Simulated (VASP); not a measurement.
Wanted: the native input for a VASP 6.6.1 run.

| Quantity | Value |
| --- | --- |
| Task | single point |
| Functional | PBEsol |
| Potentials or basis | VASP PAW PBE potentials, release 64 (Gd) |
| Cutoff | 520 eV |
| k mesh | 10 × 10 × 10 |
| Occupations | fermi-dirac, width 0.05 eV |
| Spin | collinear spin, ferromagnetic start |
| Starting moments | [9.1] μB |
| Dipole correction | no |
| Further INCAR settings | ALGO = Normal; EDIFF = 1e-06; NBANDS = 19 |

The structure of Gd lies in POSCAR:

```
Gd
1.0
    0.0000000000      2.5508712159      2.5508712159
    2.5508712159      0.0000000000      2.5508712159
    2.5508712159      2.5508712159      0.0000000000
Gd
1
Direct
    0.0000000000      0.0000000000      0.0000000000
```

One way to write it, as run:

INCAR

```
SYSTEM = Gd
  ALGO = Normal
  EDIFF = 1E-6
  ENCUT = 520
  GGA = PS
  ISIF = 2
  ISMEAR = -1
  ISPIN = 2
  LASPH = .True.
  LCHARG = .False.
  LMAXMIX = 6
  LORBIT = 11
  LREAL = .False.
  LWAVE = .False.
  MAGMOM = 9.1
  NBANDS = 19
  NELM = 150
  PREC = Accurate
  SIGMA = 0.05
```

KPOINTS

```
k-points
0
Gamma
  10 10 10
  0 0 0
```

Potentials or basis: VASP PAW PBE potentials, release 64 (Gd).

Run with:

```bash
$ cat potpaw_PBE.64/Gd/POTCAR > POTCAR
$ mpirun -np 1 vasp_std > vasp.out
```

It gave:

* Pressure: -2.3 GPa
* Net moment: 7.41 μB per cell
* Site moments: Gd +6.92 μB
* Valence electrons inside the program's atomic spheres: Gd 15.18

Caveat: the PAW data sets were made with another functional, which shifts forces and pressure a little.

Wall time 100 s on 1 thread of Intel(R) Xeon(R) Platinum 8259CL CPU @ 2.50GHz (Skylake/Cascade Lake) (shared host), peak memory 0.21 GiB.
